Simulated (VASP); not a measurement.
Wanted: the native input for a VASP 6.6.1 run.

```yaml
Task: single point
Functional: PBE
Potentials_or_basis: VASP PAW PBE potentials, release 64 (Y_sv, C, N)
Cutoff: 520 eV
k_mesh: 15 × 15 × 8
Occupations: gaussian, width 0.1 eV
Spin: no spin polarisation
Dipole_correction: no
Further_INCAR_settings: ALGO = Fast; EDIFF = 1e-06; NBANDS = 24
```

The structure of Y2CN lies in POSCAR:

```
Y2CN
1.0
    3.5658407052      0.0000000000      0.0000000000
   -1.7829203526      3.0881086365      0.0000000000
    0.0000000000      0.0000000000      5.6548177809
Y C N
2 1 1
Direct
    0.3333333333      0.6666666667      0.7500531166
    0.6666666667      0.3333333333      0.2499468834
    0.0000000000      0.0000000000      0.5000000000
    0.0000000000      0.0000000000      0.0000000000
```

One way to write it, as run:

INCAR

```
ALGO = Fast
EDIFF = 1E-6
ENCUT = 520
GGA = PE
ISIF = 2
ISMEAR = 0
LASPH = T
LCHARG = F
LREAL = F
LWAVE = F
NBANDS = 24
NELM = 100
PREC = Accurate
SIGMA = 0.1
```

KPOINTS

```
k-points
0
Gamma
  15 15 8
```

Potentials or basis: VASP PAW PBE potentials, release 64 (Y_sv, C, N).

The run is started by

```bash
$ cat potpaw_PBE.64/Y_sv/POTCAR potpaw_PBE.64/C/POTCAR potpaw_PBE.64/N/POTCAR > POTCAR
$ mpirun -np 1 vasp_std > vasp.out
```

It gave:

| Quantity | Value |
| --- | --- |
| Pressure | -0.1 GPa |
| Largest force | 0.005 eV/Å |
| Band gap on the k mesh | zero (an odd number of electrons rules out a gap without spin polarisation) |

Wall time 3.2 min on 1 thread of Intel(R) Xeon(R) 6975P-C (Granite Rapids), with other jobs on the host, peak memory 0.42 GiB.
